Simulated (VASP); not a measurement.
# PbSe (rock salt type) (Fm-3m) in VASP: further runs

Runs on PbSe (rock salt type). Level: HSE06. Tasks: single point.

All numbers are computed with VASP 6.6.1; they aren't measurements. Logs are shortened: lines on timing, memory, paths and dates and some standing lists are left out, and cuts for length are marked.

## 1. The cell of the first run

Symmetry: Fm-3m, No. 225, cubic system. The conventional cell has a = 6.292 Å, b = 6.292 Å, c = 6.292 Å, α = 90.00°, β = 90.00°, γ = 90.00°. Within 4.1 Å of Pb (site symmetry m-3m) lie 6 Se at 3.15 Å. Within 4.1 Å of Se (site symmetry m-3m) lie 6 Pb at 3.15 Å.

## 2. Single point, HSE06

Input file POSCAR:

```
PbSe
1.0
    0.0000000000      3.1458599489      3.1458599489
    3.1458599489      0.0000000000      3.1458599489
    3.1458599489      3.1458599489      0.0000000000
Pb Se
1 1
Direct
    0.0000000000      0.0000000000      0.0000000000
    0.5000000000      0.5000000000      0.5000000000
```

Input file INCAR.step1:

```
PREC = Accurate
ENCUT = 520
EDIFF = 1E-5
ISMEAR = -1
SIGMA = 0.05
LREAL = F
LASPH = T
NELM = 80
ALGO = Normal
ISIF = 2
LWAVE = T
LCHARG = F
GGA = PE
NBANDS = 17
```

Input file INCAR.step2:

```
PREC = Accurate
ENCUT = 520
EDIFF = 1E-6
ISMEAR = -1
SIGMA = 0.05
LREAL = F
LASPH = T
NELM = 80
ALGO = Normal
ISIF = 2
LWAVE = F
LCHARG = F
GGA = PE
LHFCALC = T
HFSCREEN = 0.2079
PRECFOCK = Normal
ISTART = 1
NBANDS = 17
```

Input file KPOINTS:

```
Automatic mesh
0
Gamma
  4 4 4
```

Potentials or basis: VASP PAW PBE potentials, release 64 (Pb_d, Se).

Started as:

```console
$ cat potpaw_PBE.64/Pb_d/POTCAR potpaw_PBE.64/Se/POTCAR > POTCAR
$ cp INCAR.step1 INCAR
$ mpirun -np 1 vasp_std > vasp.out
$ cp INCAR.step2 INCAR
$ mpirun -np 1 vasp_std > vasp.out
```

OUTCAR:

```text
PREC = Accurate
   ENCUT = 520
   EDIFF = 1E-6
   ISMEAR = -1
   LREAL = F
   LASPH = T
   NELM = 80
   ISIF = 2
   GGA = PE
   LHFCALC = T
   HFSCREEN = 0.2079
   PRECFOCK = Normal
   ISTART = 1

 ion  position               nearest neighbor table
   1  0.000  0.000  0.000-   2 3.15   2 3.15   2 3.15   2 3.15   2 3.15   2 3.15
   2  0.500  0.500  0.500-   1 3.15   1 3.15   1 3.15   1 3.15   1 3.15   1 3.15

  LATTYP: Found a face centered cubic cell.
 ALAT       =     6.2917198978

  Lattice vectors:

 A1 = (   0.0000000000,   3.1458599489,   3.1458599489)
 A2 = (   3.1458599489,   0.0000000000,   3.1458599489)
 A3 = (   3.1458599489,   3.1458599489,   0.0000000000)

Analysis of symmetry for initial positions (statically):
=====================================================================
 Subroutine PRICEL returns:
 Original cell was already a primitive cell.

 Routine SETGRP: Setting up the symmetry group for a
 face centered cubic supercell.

 Subroutine GETGRP returns: Found 48 space group operations
 (whereof 48 operations were pure point group operations)
 out of a pool of 48 trial point group operations.

The static configuration has the point symmetry O_h .

Analysis of symmetry for dynamics (positions and initial velocities):
=====================================================================
 Subroutine PRICEL returns:
 Original cell was already a primitive cell.

 Routine SETGRP: Setting up the symmetry group for a
 face centered cubic supercell.

 Subroutine GETGRP returns: Found 48 space group operations
 (whereof 48 operations were pure point group operations)
 out of a pool of 48 trial point group operations.

The dynamic configuration has the point symmetry O_h .

 Subroutine INISYM returns: Found 48 space group operations
 (whereof 48 operations are pure point group operations),
 and found     1 'primitive' translations

----------------------------------------------------------------------------------------

                                     Primitive cell

  volume of cell :      62.2656

  direct lattice vectors                    reciprocal lattice vectors
     0.000000000  3.145859949  3.145859949    -0.158939053  0.158939053  0.158939053
     3.145859949  0.000000000  3.145859949     0.158939053 -0.158939053  0.158939053
     3.145859949  3.145859949  0.000000000     0.158939053  0.158939053 -0.158939053

  length of vectors
     4.448917805  4.448917805  4.448917805     0.275290514  0.275290514  0.275290514

  position of ions in fractional coordinates (direct lattice)
     0.000000000  0.000000000  0.000000000
     0.500000000  0.500000000  0.500000000

  ion indices of the primitive-cell ions
   primitive index   ion index
                 1           1
                 2           2

----------------------------------------------------------------------------------------

 KPOINTS: Automatic mesh

Automatic generation of k-mesh.
 Grid dimensions read from file:
 generate k-points for:    4    4    4

 Generating k-lattice:

  Cartesian coordinates                     Fractional coordinates (reciprocal lattice)
    -0.039734763  0.039734763  0.039734763     0.250000000  0.000000000  0.000000000
     0.039734763 -0.039734763  0.039734763     0.000000000  0.250000000  0.000000000
     0.039734763  0.039734763 -0.039734763     0.000000000  0.000000000  0.250000000

  Length of vectors
     0.068822629  0.068822629  0.068822629

  Shift w.r.t. Gamma in fractional coordinates (k-lattice)
     0.000000000  0.000000000  0.000000000

 Subroutine IBZKPT returns following result:
 ===========================================

 Found      8 irreducible k-points:

 Following reciprocal coordinates:
            Coordinates               Weight
  0.000000  0.000000  0.000000      1.000000
  0.250000  0.000000  0.000000      8.000000
  0.500000  0.000000  0.000000      4.000000
  0.250000  0.250000  0.000000      6.000000
  0.500000  0.250000  0.000000     24.000000
 -0.250000  0.250000  0.000000     12.000000
  0.500000  0.500000  0.000000      3.000000
 -0.250000  0.500000  0.250000      6.000000
   k-points           NKPTS =      8   k-points in BZ     NKDIM =     64   number of bands    NBANDS=     17
   number of dos      NEDOS =    301   number of ions     NIONS =      2
   total plane-waves  NPLWV =  46656
   dimension x,y,z NGX =    36 NGY =   36 NGZ =   36
   dimension x,y,z NGXF=    72 NGYF=   72 NGZF=   72
   ions per type =               1   1
   NGX,Y,Z   is equivalent  to a cutoff of  13.45, 13.45, 13.45 a.u.
   NGXF,Y,Z  is equivalent  to a cutoff of  26.90, 26.90, 26.90 a.u.
 SYSTEM =  unknown system
   PREC   = accura    normal or accurate (medium, high low for compatibility)
   ISTART =      1    job   : 0-new  1-cont  2-samecut
   ICHARG =      0    charge: 1-file 2-atom 10-const
   ISPIN  =      1    spin polarized calculation?
   LNONCOLLINEAR =      F non collinear calculations
   LSORBIT =      F    spin-orbit coupling
   LASPH  =      T    aspherical Exc in radial PAW
   ENCUT  =  520.0 eV  38.22 Ry    6.18 a.u.   8.27  8.27  8.27*2*pi/ulx,y,z
   NELM   =     80;   NELMIN=  2; NELMDL=  0     # of ELM steps
   EDIFF  = 0.1E-05   stopping-criterion for ELM
   LREAL  =      F    real-space projection
   EDIFFG = 0.1E-04   stopping-criterion for IOM
   NSW    =      0    number of steps for IOM
   IBRION =     -1    ionic relax: 0-MD 1-quasi-New 2-CG
   NFREE  =      0    steps in history (QN), initial steepest desc. (CG)
   ISIF   =      2    stress and relaxation
   ISYM   =      3    0-nonsym 1-usesym 2-fastsym
   POTIM  = 0.5000    time-step for ionic-motion
   TEBEG  =    0.0;   TEEND  =   0.0 temperature during run
   PSTRESS=    0.0 pullay stress
   NELECT =      20.0000    total number of electrons
   NUPDOWN=      -1.0000    fix difference up-down
   EMIN   =  10.00;   EMAX   =-10.00  energy-range for DOS
   EFERMI =   0.00;   METHOD = LEGACY
   ISMEAR =    -1;   SIGMA  =   0.05  broadening in eV -4-tet -1-fermi 0-gaus
   EFERMI_NEDOS =   21; number of points for ismear=-14 and -15
   IALGO  =     38    algorithm
   IMIX   =      1    mixing-type and parameters
     AMIX     =   0.40;   BMIX     =  1.00
     AMIX_MAG =   1.60;   BMIX_MAG =  1.00
  volume/ion in A,a.u.               =      31.13       210.09
  Fermi-wavevector in a.u.,A,eV,Ry     =   1.121163  2.118691 17.102613  1.257007
  Thomas-Fermi vector in A             =   2.257815
   LORBIT       =      0    0 simple, 1 ext, 2 COOP (PROOUT), +10 PAW based schemes
   GGA     = PE    functional components
   LHFCALC =     T    Hartree Fock is set to
   PRECFOCK=normal    Normal, Fast or Accurate (Low or Medium for compatibility)
   ENCUT4O =  -1.0   cutoff for four orbital integrals eV
   NKREDX  =     1    reduce k-point grid by
   NKREDY  =     1    reduce k-point grid by
   NKREDZ  =     1    reduce k-point grid by
   AEXX    =    0.2500 exact exchange contribution
   HFSCREEN=    0.2079 screening length (either q_TF or 0.3 A-1)
   HFSCREENC=   0.2079 screening length for correlation (either q_TF or 0.3 A-1)
   ENCUTFOCK=  -1.0 apply spherical cutoff to Coloumb kernel
   IVDW    =     0    specifies the selected vdW correction
   LEPSILON=     F    determine dielectric tensor
   LRPA    =     F    only Hartree local field effects (RPA)
 non-spin polarized calculation
  energy-cutoff  :      520.00
  volume of cell :       62.27
 maximum number of plane-waves:      1700
 NGX is ok and might be reduce to    36
  NGX = 28; NGY = 28; NGZ = 28

 number of electron      19.9999999 magnetization

 Free energy of the ion-electron system (eV)
  ---------------------------------------------------
  ext. energy  EPLUGINS =         0.00000000
  ---------------------------------------------------
  free energy    TOTEN  =        -9.69725488 eV

  energy without entropy =       -9.69724817  energy(sigma->0) =       -9.69725153

 E-fermi :   4.2132     XC(G=0):  -7.6356

 val. band max:        3.7172397183   @ k =   0.5000   0.0000   0.0000
 cond. band min:       4.7091582571   @ k =   0.5000   0.0000   0.0000
 fundamental gap:      0.9919185388
 Fermi energy:         4.2131988578

 k-point     1 :       0.0000    0.0000    0.0000
  band No.  band energies     occupation
      1     -14.7288      2.00000
      2     -14.7288      2.00000
      3     -14.7283      2.00000
      4     -14.7283      2.00000
      5     -14.7283      2.00000
      6     -10.5226      2.00000
[... 9 lines left out ...]
     16      11.1205      0.00000
     17      12.4537      0.00000

 k-point     2 :       0.2500    0.0000    0.0000
  band No.  band energies     occupation
      1     -14.7386      2.00000
      2     -14.7386      2.00000
      3     -14.7268      2.00000
      4     -14.7167      2.00000
      5     -14.7167      2.00000
      6     -10.1053      2.00000
[... 9 lines left out ...]
     16      12.3338      0.00000
     17      15.4571      0.00000

 k-point     3 :       0.5000    0.0000    0.0000
  band No.  band energies     occupation
      1     -14.7485      2.00000
      2     -14.7484      2.00000
      3     -14.7258      2.00000
      4     -14.7050      2.00000
      5     -14.7050      2.00000
      6      -9.5437      2.00000
[... 9 lines left out ...]
     16      14.8673      0.00000
     17      14.8673      0.00000

 k-point     4 :       0.2500    0.2500    0.0000
  band No.  band energies     occupation
      1     -14.7634      2.00000
      2     -14.7345      2.00000
      3     -14.7221      2.00000
      4     -14.7129      2.00000
      5     -14.7129      2.00000
      6      -9.9604      2.00000
[... 9 lines left out ...]
     16      14.1483      0.00000
     17      14.1524      0.00000

 k-point     5 :       0.5000    0.2500    0.0000
  band No.  band energies     occupation
      1     -14.7807      2.00000
      2     -14.7309      2.00000
      3     -14.7285      2.00000
      4     -14.7080      2.00000
      5     -14.7019      2.00000
      6      -9.4030      2.00000
[... 9 lines left out ...]
     16      15.3988      0.00000
     17      15.8995      0.00000

 k-point     6 :      -0.2500    0.2500    0.0000
  band No.  band energies     occupation
      1     -14.7563      2.00000
      2     -14.7415      2.00000
      3     -14.7204      2.00000
      4     -14.7126      2.00000
      5     -14.7117      2.00000
      6      -9.5894      2.00000
[... 9 lines left out ...]
     16      13.9857      0.00000
     17      14.8524      0.00000

 k-point     7 :       0.5000    0.5000    0.0000
  band No.  band energies     occupation
      1     -14.8170      2.00000
      2     -14.7407      2.00000
      3     -14.7154      2.00000
      4     -14.6966      2.00000
      5     -14.6966      2.00000
      6      -9.2428      2.00000
[... 9 lines left out ...]
     16      15.8152      0.00000
     17      17.3153      0.00000

 k-point     8 :      -0.2500    0.5000    0.2500
  band No.  band energies     occupation
      1     -14.7918      2.00000
      2     -14.7307      2.00000
      3     -14.7192      2.00000
      4     -14.7192      2.00000
      5     -14.6966      2.00000
      6      -9.2119      2.00000
[... 9 lines left out ...]
     16      16.1835      0.00000
     17      17.0104      0.00000

------------------------ aborting loop because EDIFF is reached ----------------------------------------

  FORCE on cell =-STRESS in cart. coord.  units (eV):
  Direction    XX          YY          ZZ          XY          YZ          ZX
  --------------------------------------------------------------------------------------
  -------------------------------------------------------------------------------------
  Total       -1.0339081     -1.0339081     -1.0339081     -0.0000000     -0.0000000      0.0000000
  in kB      -26.6038437    -26.6038437    -26.6038437     -0.0000000     -0.0000000      0.0000000
  external PRESSURE =     -26.6038437 kB  Pullay stress =       0.0000000 kB

 VOLUME and BASIS-vectors are now :
 -----------------------------------------------------------------------------
  energy-cutoff  :      520.00
  volume of cell :       62.27
      direct lattice vectors                 reciprocal lattice vectors
     0.000000000  3.145859949  3.145859949    -0.158939053  0.158939053  0.158939053
     3.145859949  0.000000000  3.145859949     0.158939053 -0.158939053  0.158939053
     3.145859949  3.145859949  0.000000000     0.158939053  0.158939053 -0.158939053

 POSITION                                       TOTAL-FORCE (eV/Angst)
 -----------------------------------------------------------------------------------
      0.00000      0.00000      0.00000         0.000000     -0.000000     -0.000000
      3.14586      3.14586      3.14586        -0.000000      0.000000      0.000000
 -----------------------------------------------------------------------------------
    total drift:                                0.000002      0.000002      0.000003

  FREE ENERGIE OF THE ION-ELECTRON SYSTEM (eV)
  ---------------------------------------------------
  free  energy   TOTEN  =        -9.6972548842 eV

  energy  without entropy=       -9.6972481663  energy(sigma->0) =       -9.69725153
```

Wall time 15 min (1 thread of AMD EPYC 7R13 (Zen 3), shared host); peak memory 0.29 GiB.

Results:

| Quantity | Value |
| --- | --- |
| Free energy | -9.6973 eV |
| Pressure | -2.7 GPa |
| Band gap on the k mesh | 0.99 eV |

Caveat: the k points lie up to 0.43 Å⁻¹ apart; the PAW data sets were made with another functional, which shifts forces and pressure a little; spin-orbit coupling is left out, which moves the levels of the heavy elements.

## 3. Single point, HSE06

POSCAR is that of step 2.

Input file INCAR.step1:

```
SYSTEM = PbSe
PREC = Accurate
ENCUT = 520
EDIFF = 1E-5
ISMEAR = -1
SIGMA = 0.05
LREAL = .FALSE.
LASPH = .TRUE.
NELM = 100
ALGO = Normal
ISIF = 2
LWAVE = .TRUE.
GGA = PE
NBANDS = 17
```

Input file INCAR.step2:

```
SYSTEM = PbSe
PREC = Accurate
ENCUT = 520
EDIFF = 1E-6
ISMEAR = -1
SIGMA = 0.05
LREAL = .FALSE.
LASPH = .TRUE.
NELM = 100
ALGO = Normal
ISIF = 2
LWAVE = .FALSE.
LCHARG = .TRUE.
GGA = PE
LHFCALC = .TRUE.
HFSCREEN = 0.2079
PRECFOCK = Normal
LELF = .TRUE.
LVHAR = .TRUE.
ISTART = 1
NBANDS = 17
```

Input file KPOINTS:

```
regular mesh
0
G
  4 4 4
  0 0 0
```

Potentials or basis: VASP PAW PBE potentials, release 64 (Pb_d, Se).

Started as:

```console
$ cat potpaw_PBE.64/Pb_d/POTCAR potpaw_PBE.64/Se/POTCAR > POTCAR
$ cp INCAR.step1 INCAR
$ mpirun -np 1 vasp_std > vasp.out
$ cp INCAR.step2 INCAR
$ mpirun -np 1 vasp_std > vasp.out
```

It took 15 min on 1 thread of AMD EPYC 7R13 (Zen 3), shared host; peak memory 0.29 GiB.

The run converged. Its results:

```
Free energy            : -9.6973 eV
Pressure               : -2.7 GPa
Band gap on the k mesh : 0.99 eV
```

Levels at points of the mesh, in eV from the valence-band top:
| k point | band 6 | band 7 | band 8 | band 9 | band 10 | band 11 | band 12 | band 13 | band 14 | band 15 |
| --- | --- | --- | --- | --- | --- | --- | --- | --- | --- | --- |
| (0.00, 0.00, 0.00) | -14.24 | -6.71 | -1.72 | -1.72 | -1.72 | 5.36 | 5.36 | 5.36 | 7.40 | 7.40 |
| (0.50, 0.00, 0.00) | -13.26 | -9.05 | -1.36 | -1.36 | 0.00 | 0.99 | 2.42 | 2.42 | 9.29 | 10.93 |
| (0.50, 0.50, 0.00) | -12.96 | -7.70 | -4.80 | -3.06 | -3.06 | 4.58 | 6.21 | 6.21 | 6.64 | 12.04 |

Caveat: the k points lie up to 0.43 Å⁻¹ apart; the PAW data sets were made with another functional, which shifts forces and pressure a little; spin-orbit coupling is left out, which moves the levels of the heavy elements. A k mesh can miss the band edges.
